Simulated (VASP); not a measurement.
V, 1 atom in the cell. The structure is cubic, space group Pm-3m (No. 221). Conventional cell: a = 2.452 Å, b = 2.452 Å, c = 2.452 Å, α = 90.00°, β = 90.00°, γ = 90.00°. Within 3.2 Å of V (site symmetry m-3m) lie 6 V at 2.45 Å. 

| Item | Value |
| --- | --- |
| Program | VASP 6.6.1 |
| Task | single point |
| Functional | PBE |
| Potentials or basis | VASP PAW PBE potentials, release 64 (V_sv) |
| Cutoff | 520 eV |
| k mesh | 15 × 15 × 15 |
| Occupations | fermi-dirac, width 0.08 eV |
| Spin | no spin polarisation |
| Dipole correction | no |
| Further INCAR settings | ALGO = Normal; EDIFF = 1e-06; NBANDS = 12 |

Potentials or basis: VASP PAW PBE potentials, release 64 (V_sv).

Run with:

```console
$ cat potpaw_PBE.64/V_sv/POTCAR > POTCAR
$ mpirun -np 1 vasp_std > vasp.out
```

Hardware: 1 thread of Intel(R) Xeon(R) Platinum 8488C (Sapphire Rapids), on a shared host.

Problem. Estimate the wall time of this run.

Solution. Run time: 12 s on 1 thread of Intel(R) Xeon(R) Platinum 8488C (Sapphire Rapids), with other jobs on the host, peak memory 0.12 GiB. Counts: scf iterations 11, k points 120.
